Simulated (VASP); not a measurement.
**Os: single point with PBE**

Os:

```xyz
4
Lattice="3.4266 0.0000 0.0000 -1.7133 2.9675 0.0000 0.0000 0.0000 5.6538" Properties=species:S:1:pos:R:3 pbc="T T T"
Os    0.0000    1.9783    2.4735
Os    1.7133    0.9892    5.3004
Os    1.7133    0.9892    3.1803
Os    0.0000    1.9783    0.3534
```

```
Program             : VASP 6.6.1
Task                : single point
Functional          : PBE
Potentials or basis : VASP PAW PBE potentials, release 64 (Os)
Cutoff              : 520 eV
k mesh              : 6 × 6 × 4
Occupations         : gaussian, width 0.1 eV
Spin                : no spin polarisation
```

* Pressure: 188.9 GPa
* Largest force: 0.393 eV/Å
* Band gap on the k mesh: zero (bands 16 and 17 overlap by 1.00 eV)

Forces in eV/Å, atoms in the order of the input:
```
Os   0.000  0.000  0.393
Os   0.000  0.000  0.393
Os   0.000  0.000 -0.393
Os   0.000  0.000 -0.393
```

Stress tensor (GPa, compression positive):
```
188.48   0.00   0.00
  0.00 188.48   0.00
  0.00   0.00 189.73
```

Levels at points of the mesh, in eV from the Fermi level:
```csv
k point,band 13,band 14,band 15,band 16,band 17,band 18,band 19,band 20
"(0.00, 0.00, 0.00)",-2.20,-1.48,-1.48,-0.87,0.25,0.25,3.27,3.27
"(0.50, 0.00, 0.00)",-2.53,-2.29,-1.69,0.01,0.82,1.94,2.79,2.82
"(0.00, 0.00, 0.50)",-3.14,-3.14,-0.16,-0.16,-0.16,-0.16,4.00,4.00
"(0.50, 0.00, 0.50)",-2.35,-2.35,-0.37,-0.37,1.88,1.88,2.60,2.60
```

It took 28 s on 1 thread of Intel(R) Xeon(R) Platinum 8488C (Sapphire Rapids) (shared host), peak memory 0.18 GiB.

Caveat: the cell stands under pressure; spin-orbit coupling is left out, which moves the levels of the heavy elements.
